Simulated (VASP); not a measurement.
Crystal: S.

```
S
1.0
     3.50330    0.00000    0.00000
    -1.75165    3.03395    0.00000
     0.00000    0.00000    5.68605
S
2
Direct
  0.33333 0.66667 0.25000
  0.66667 0.33333 0.75000
```

| Property | Result |
| --- | --- |
| Program | VASP 6.6.1 |
| Task | relaxation of cell and atoms |
| Functional | PBEsol |
| Potentials or basis | VASP PAW PBE potentials, release 64 (S) |
| Cutoff | 600 eV |
| k mesh | 6 × 6 × 4 |
| Occupations | gaussian, width 0.1 eV |
| Spin | no spin polarisation |

At the start: pressure -13.2 GPa; volume 30.22 Å³/atom.

Where does the relaxation end?

Over 20 steps the energy falls by 1656.5 meV/atom and the volume is 15.57 Å³/atom (-48.5 %); space group P6_3/mmc (No. 194, to 0.05 Å).

Step by step:
```
step  energy change (eV)  largest force (eV/Å)  pressure (GPa)  volume (Å³)
   1              0.0000                0.0000          -13.24        60.44
   2             -1.8474                0.0000          -15.07        41.10
   3             30.8849                0.0000         1459.25         8.29
   4             -2.0807                0.0000          -13.79        38.62
   5             -2.3579                0.0000           20.84        25.46
   6             -2.5533                0.0000           -3.42        31.24
   7             -2.5725                0.0000           -0.39        30.04
   8             -2.5734                0.0000            1.02        29.57
   9             -2.8025                0.0000            1.64        29.30
  10             -3.1870                0.0000           10.07        28.07
  11             -3.1708                0.0000           14.63        27.64
  12             -3.1957                0.0000           11.93        27.88
  13             -3.2205                0.0000           11.20        28.20
  14             -3.2301                0.0000           10.61        28.55
  15             -3.2604                0.0000            8.23        29.03
  16             -3.3092                0.0000            2.00        30.52
  17             -3.3126                0.0000            0.25        31.01
  18             -3.3126                0.0000            0.08        31.06
  19             -3.3127                0.0000            0.05        31.08
  20             -3.3129                0.0000           -0.01        31.13
```

Final structure:
```xyz
2
Lattice="3.1681 0.0000 0.0000 -1.5840 2.7436 0.0000 0.0000 0.0000 3.5817" Properties=species:S:1:pos:R:3 pbc="T T T"
S     0.0000    1.8291    0.8954
S     1.5840    0.9145    2.6863
```

Caveat: the volume moved by over 15 % at a fixed basis, so the end points are rough; the PAW data sets were made with another functional, which shifts forces and pressure a little.
